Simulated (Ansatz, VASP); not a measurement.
MgO: VASP beside Ansatz

```
Mg O
1.0
     0.00000    2.12722    2.12722
     2.12722    0.00000    2.12722
     2.12722    2.12722    0.00000
Mg O
1 1
Cartesian
  0.0000 0.0000 0.0000
  2.1272 2.1272 2.1272
```

Alike in both runs: functional PBE; k mesh 10 × 10 × 10; occupations gaussian, width 0.02 eV; no spin polarisation.

Ansatz relaxed the structure, and its values are those at the end. VASP's run is a single point on that final structure, the one shown.

|  | VASP | Ansatz |
| --- | --- | --- |
| version | VASP 6.6.1 | Ansatz 0.2.0 |
| potentials or method | VASP PAW PBE potentials, release 64 (Mg, O), cutoff 600 eV | scalar-relativistic, plane waves, PAW |
| valence electrons in the cell | 8 | 16 |

|  | VASP | Ansatz | Ansatz less VASP |
| --- | --- | --- | --- |
| gap on the k mesh at the Fermi level (eV) | 4.44 | 4.46 | +0.019 |
| least direct gap on the mesh (eV) | 4.44 | 4.46 | +0.019 |
| pressure (GPa) | -1.1 | 0.0 | +1.10 |

VASP's potentials hold 8 valence electrons a cell and Ansatz's 16, so a difference there can come from the potentials and not from the codes.
